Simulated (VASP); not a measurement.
## Mg3Sn2N2: relaxation of cell and atoms with PBE

Crystal: Mg3Sn2N2.

```
Mg Sn N
1.0
     4.95184    0.00000    0.00000
     0.00000    4.95184    0.00000
     0.00000    0.00000    6.41899
Mg Sn N
3 2 2
Direct
  0.00000 0.00000 0.97303
  0.50000 0.00000 0.53791
  0.00000 0.50000 0.53791
  0.50000 0.00000 0.87326
  0.00000 0.50000 0.87326
  0.50000 0.00000 0.25622
  0.00000 0.50000 0.25622
```

The cell was built from a structure type or drawn by symmetry, and may not be a known phase.

```
Program                : VASP 6.6.1
Task                   : relaxation of cell and atoms
Functional             : PBE
Potentials or basis    : VASP PAW PBE potentials, release 64 (Mg, Sn_d, N)
Cutoff                 : 600 eV
k mesh                 : 3 × 3 × 3
Occupations            : gaussian, width 0.2 eV
Spin                   : no spin polarisation
Dipole correction      : no
Further INCAR settings : ALGO = Normal; EDIFF = 1e-07; IBRION = 2; EDIFFG = -0.08; NSW = 36; ISIF = 3
```

| Property | Result |
| --- | --- |
| Relaxed volume | 21.02 Å³/atom |
| Relaxed cell | a = 4.557 Å, b = 4.557 Å, c = 7.085 Å, α = 90.00°, β = 90.00°, γ = 90.00° |
| Space group after relaxing (to 0.1 Å) | P4mm (No. 99) |
| Energy gained by relaxing | 1325.2 meV/atom |
| Ionic steps | 31 |
| Pressure after relaxing | -0.1 GPa |
| Largest force after relaxing | 0.052 eV/Å |
| Band gap on the k mesh | zero (bands 22 and 23 overlap by 0.56 eV) |

Forces in eV/Å, atoms in the order of the input:
```
Mg   0.000  0.000 -0.018
Mg   0.000  0.000 -0.018
Mg   0.000  0.000 -0.018
Sn   0.000  0.000 -0.024
Sn   0.000  0.000 -0.024
N    0.000  0.000  0.052
N    0.000  0.000  0.052
```

Stress tensor (GPa, compression positive):
```
-0.16  0.00  0.00
 0.00 -0.16  0.00
 0.00  0.00 -0.08
```

The path:
```csv
step,energy change (eV),largest force (eV/Å),pressure (GPa),volume (Å³)
1,0.0000,8.5718,12.35,157.40
2,-4.7640,2.1296,-2.12,199.48
3,-4.7250,2.3471,-1.62,187.79
4,-5.8337,3.6337,4.83,185.66
5,-5.9923,1.7940,2.36,186.25
6,-6.4033,1.5172,0.12,195.66
7,-6.5313,1.1662,-1.50,206.11
8,-6.6575,1.0784,-0.67,204.67
9,-6.6613,1.0955,-0.83,204.88
10,-6.8507,1.1809,-1.48,201.88
11,-7.3656,1.7197,-3.24,192.95
12,-7.4820,3.5408,-4.62,175.49
13,-7.6387,2.4453,-4.36,184.73
14,-7.7642,2.4048,-4.26,181.98
15,-8.0711,2.2663,-3.77,173.87
16,-8.1820,2.2606,-1.63,158.21
17,-8.2387,2.1973,-2.83,165.08
18,-8.4092,1.7300,-2.43,163.88
19,-8.7436,0.7381,-0.74,160.30
20,-8.5702,2.9345,5.04,153.28
21,-8.8164,0.9690,0.80,157.94
22,-8.9919,0.2998,-0.36,157.48
23,-9.1074,1.3572,-2.12,155.65
24,-9.1165,1.1604,-1.96,156.04
25,-9.2194,0.6753,-1.50,152.73
26,-9.2579,0.3012,-0.83,149.71
27,-9.2589,0.3302,-0.68,149.17
28,-9.2670,0.2647,-0.25,148.35
29,-9.2692,0.2101,0.14,147.67
30,-9.2741,0.1212,0.02,147.45
31,-9.2767,0.0517,-0.14,147.13
```

Final structure:
```
CELL_PARAMETERS angstrom
4.55702 0.00000 0.00000
0.00000 4.55702 0.00000
0.00000 0.00000 7.08482
ATOMIC_POSITIONS crystal
Mg 0.00000 0.00000 0.19581
Mg 0.50000 0.00000 0.46824
Mg 0.00000 0.50000 0.46824
Sn 0.50000 0.00000 0.89917
Sn 0.00000 0.50000 0.89917
N 0.50000 0.00000 0.18860
N 0.00000 0.50000 0.18860
```

Levels at points of the mesh, in eV from the Fermi level:
```tsv
k point	band 20	band 21	band 22	band 23	band 24	band 25
(0.00, 0.00, 0.00)	-0.66	-0.59	-0.12	-0.12	0.50	2.55
```

Run time: 8.1 min on 1 thread of Intel(R) Xeon(R) 6975P-C (Granite Rapids) (shared host), peak memory 0.31 GiB.

Caveat: the k points lie up to 0.46 Å⁻¹ apart in the final cell, too coarse for converged energies and pressures of a metal; spin-orbit coupling is left out, which moves the levels of the heavy elements; the relaxation stopped at a loose force limit of 0.08 eV/Å, so its end isn't a converged minimum.
